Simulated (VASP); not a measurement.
Crystal: GaP.

```
Ga P
1.0
     0.00000    2.72541    2.72541
     2.72541    0.00000    2.72541
     2.72541    2.72541    0.00000
Ga P
1 1
Direct
  0.00000 0.00000 0.00000
  0.25000 0.25000 0.25000
```

Base run:

- Program: VASP 6.6.1
- Functional: r2SCAN
- Potentials or basis: VASP PAW PBE potentials, release 64 (Ga_d, P)
- Cutoff: 520 eV
- k mesh: 6 × 6 × 6
- Occupations: gaussian, width 0.01 eV
- Spin: no spin polarisation

Its results: band gap on the k mesh 1.91 eV, indirect (least direct gap 2.34 eV); pressure 0.0 GPa.

The run is repeated on the same cell with these changes: functional from r2SCAN to PBE. What comes out?

Band gap on the k mesh 1.65 eV, indirect (least direct gap 1.82 eV); pressure 2.4 GPa.

r2SCAN gives the wider gap, since meta-GGAs in the generalised Kohn-Sham scheme recover part of the derivative discontinuity.

Caveats: the PAW data sets were made with another functional, which shifts forces and pressure a little (some runs).

A k mesh can miss the band edges.
